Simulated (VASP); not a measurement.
SnSe:

```
CELL_PARAMETERS angstrom
0.00000 2.94855 2.94855
2.94855 0.00000 2.94855
2.94855 2.94855 0.00000
ATOMIC_POSITIONS crystal
Sn 0.00000 0.00000 0.00000
Se 0.50000 0.50000 0.50000
```

Program: VASP 6.6.1. Alike in all runs: task single point; no spin polarisation; cell as given; k mesh 8 × 8 × 8; cutoff (eV) 520; smearing fermi-dirac 0.05 eV.

**Question.** Order these runs on this cell by their pressure, lowest first.
A. level PBE exchange alone; potentials or basis VASP PAW PBE potentials, release 64 (Sn_d, Se)
B. level PBEsol; potentials or basis VASP PAW PBE potentials, release 64 (Sn_d, Se)
C. level revPBE; potentials or basis VASP PAW PBE potentials, release 64 (Sn_d, Se)
D. level r2SCAN; potentials or basis VASP PAW PBE potentials, release 64 (Sn_d, Se)
E. level LDA; potentials or basis VASP PAW LDA potentials, release 64 (Sn_d, Se)

**Answer.** E (0.0 GPa), B (1.5 GPa), D (3.6 GPa), C (5.9 GPa), A (15.3 GPa).

Caveats: the PAW data sets were made with another functional, which shifts forces and pressure a little (some runs).
